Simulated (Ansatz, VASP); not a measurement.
Two plane-wave programs on BP

```
B P
1.0
     0.00000    2.27417    2.27417
     2.27417    0.00000    2.27417
     2.27417    2.27417    0.00000
B P
1 1
Direct
  0.50000 0.50000 0.50000
  0.75000 0.75000 0.75000
```

Alike in both runs: task single point; functional PBE; k mesh 10 × 10 × 10; occupations gaussian, width 0.02 eV; no spin polarisation.

|  | VASP | Ansatz |
| --- | --- | --- |
| version | VASP 6.6.1 | Ansatz 0.2.0 |
| potentials or method | VASP PAW PBE potentials, release 64 (B, P), cutoff 520 eV | scalar-relativistic, plane waves, PAW |
| valence electrons in the cell | 8 | 8 |

```csv
,VASP,Ansatz,Ansatz less VASP
gap on the k mesh at the Fermi level (eV),1.25,1.25,+0.004
least direct gap on the mesh (eV),3.39,3.39,+0.003
pressure (GPa),-0.2,0.0,+0.23
```
